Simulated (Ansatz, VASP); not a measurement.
HfO2 in VASP and in Ansatz

```
Hf O
1.0
     3.60430    0.00000    0.00000
     0.00000    3.60430    0.00000
     0.00000    0.00000    4.86917
Hf O
2 4
Cartesian
  1.8022 1.8022 2.4346
  0.0000 0.0000 0.0000
  0.0000 1.8022 3.3756
  1.8022 0.0000 3.9282
  1.8022 0.0000 1.4936
  0.0000 1.8022 0.9410
```

Change from the starting cell: strain -0.0750 x Voigt [0, 0, 1, 0, 0, 0], atoms carried along.

Alike in both runs: task single point; functional PBE; k mesh 6 × 6 × 4; occupations gaussian, width 0.05 eV; no spin polarisation.

|  | VASP | Ansatz |
| --- | --- | --- |
| version | VASP 6.6.1 | Ansatz 0.2.0 |
| potentials or method | VASP PAW PBE potentials, release 64 (Hf_pv, O), cutoff 520 eV | scalar-relativistic, plane waves, PAW |
| valence electrons in the cell | 44 | 76 |

VASP gave:

* gap on the k mesh at the Fermi level (eV): 3.84
* least direct gap on the mesh (eV): 3.89
* pressure (GPa): 16.0
* traceless stress, the component that is largest in VASP (GPa): 17.88
* rms of the force components (eV/Å): 0.266

Problem. Estimate Ansatz's values.

Solution. gap on the k mesh at the Fermi level (eV): 3.87; least direct gap on the mesh (eV): 3.92; pressure (GPa): 19.7; traceless stress, the component that is largest in VASP (GPa): 17.39; rms of the force components (eV/Å): 0.280.

Atom by atom the forces differ by 0.014 eV/Å (rms over components). The functional is the same, so the differences come from potentials, cutoffs and numerics. VASP's potentials hold 44 valence electrons a cell and Ansatz's 76, so a difference there can come from the potentials and not from the codes.

Neither program's run includes spin-orbit coupling.
